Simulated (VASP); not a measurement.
Wanted: the native input for a VASP 6.6.1 run.

```
Task                   : single point
Functional             : PBE
Potentials or basis    : VASP PAW PBE potentials, release 64 (Pt)
Cutoff                 : 520 eV
k mesh                 : 16 × 16 × 16
Occupations            : fermi-dirac, width 0.05 eV
Spin                   : no spin polarisation
Dipole correction      : no
Further INCAR settings : ALGO = Normal; EDIFF = 1e-06; NBANDS = 11
```

The structure of Pt lies in POSCAR:

```
Pt
1.0
    0.0000000000      1.8426923323      1.8426923323
    1.8426923323      0.0000000000      1.8426923323
    1.8426923323      1.8426923323      0.0000000000
Pt
1
Direct
    0.0000000000      0.0000000000      0.0000000000
```

This cell differs from its parent crystal: volume scaled by 0.8.

One way to write it, as run:

INCAR

```
SYSTEM = Pt
PREC     = Accurate       ! precision mode
ENCUT    = 520            ! plane-wave cutoff, eV
EDIFF    = 1E-6           ! SCF threshold, eV
ISMEAR   = -1             ! smearing method
SIGMA    = 0.05           ! smearing width, eV
LREAL    = .FALSE.        ! projectors in reciprocal space
LASPH    = .TRUE.         ! aspherical terms in the spheres
NELM     = 80             ! most SCF steps
ALGO     = Normal         ! electronic algorithm
ISIF     = 2              ! what is computed and relaxed
LWAVE    = .FALSE.        ! write WAVECAR
LCHARG   = .FALSE.        ! write CHGCAR
GGA      = PE             ! functional
NBANDS   = 11             ! bands
```

KPOINTS

```
Automatic mesh
0
G
  16 16 16
  0 0 0
```

Potentials or basis: VASP PAW PBE potentials, release 64 (Pt).

Run with:

```sh
$ cat potpaw_PBE.64/Pt/POTCAR > POTCAR
$ mpirun -np 1 vasp_std > vasp.out
```

Results of the run:

```json
{"Pressure": "100.2 GPa", "Band gap on the k mesh": "zero (band 5 reaches 15.99 eV, above the bottom of band 6 at 12.90 eV)"}
```

Caveat: spin-orbit coupling is left out, which moves the levels of the heavy elements.

Run time: 18 s on 1 thread of Intel(R) Xeon(R) Platinum 8259CL CPU @ 2.50GHz (Skylake/Cascade Lake), on a shared host, peak memory 0.14 GiB.
